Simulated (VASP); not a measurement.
**HfO2: single point with LDA**

The system is HfO2.

```
CELL_PARAMETERS angstrom
4.78890 0.00000 0.00000
0.00000 4.78890 0.00000
0.00000 0.00000 3.28139
ATOMIC_POSITIONS crystal
Hf 0.00000 0.00000 0.00000
Hf 0.50000 0.50000 0.50000
O 0.19511 0.80489 0.50000
O 0.30489 0.30489 0.00000
O 0.69511 0.69511 0.00000
O 0.80489 0.19511 0.50000
```

This cell differs from its parent crystal: strain +0.000 along x and y, +0.030 along z.

* Program: VASP 6.6.1
* Task: single point
* Functional: LDA
* Potentials or basis: VASP PAW LDA potentials, release 64 (Hf_pv, O)
* Cutoff: 520 eV
* k mesh: 6 × 6 × 8
* Occupations: gaussian, width 0.05 eV
* Spin: no spin polarisation
* Dipole correction: no
* Further INCAR settings: ALGO = Normal; EDIFF = 1e-06; NBANDS = 31

```
Pressure               : -9.9 GPa
Largest force          : 0.285 eV/Å
Band gap on the k mesh : 3.72 eV
```

Forces in eV/Å, atoms in the order of the input:
```
Hf   0.000  0.000  0.000
Hf   0.000  0.000  0.000
O   -0.202  0.202  0.000
O    0.202  0.202  0.000
O   -0.202 -0.202  0.000
O    0.202 -0.202  0.000
```

Stress tensor (GPa, compression positive):
```
 -6.35   0.00   0.00
  0.00  -6.35   0.00
  0.00   0.00 -16.96
```

Levels at points of the mesh, in eV from the valence-band top:
```csv
k point,band 20,band 21,band 22,band 23,band 24,band 25
"(0.00, 0.00, 0.00)",-0.45,-0.45,0.00,3.72,3.78,4.97
"(0.50, 0.00, 0.00)",-1.60,-0.66,-0.66,4.36,4.36,5.92
"(0.50, 0.50, 0.00)",-1.23,-0.78,-0.78,4.01,4.01,5.32
"(0.00, 0.00, 0.50)",-1.90,-0.95,-0.95,5.46,5.46,5.52
"(0.50, 0.00, 0.50)",-1.80,-0.93,-0.93,3.97,3.97,5.83
"(0.50, 0.50, 0.50)",-1.11,-0.51,-0.51,4.92,4.92,5.73
```

Wall time 88 s on 1 thread of Intel Xeon 8259CL, with other jobs on the host, peak memory 0.22 GiB.

Caveat: the cell differs from its parent crystal (strain +0.000 along x and y, +0.030 along z); the cell stands under tension; spin-orbit coupling is left out, which moves the levels of the heavy elements. A k mesh can miss the band edges.
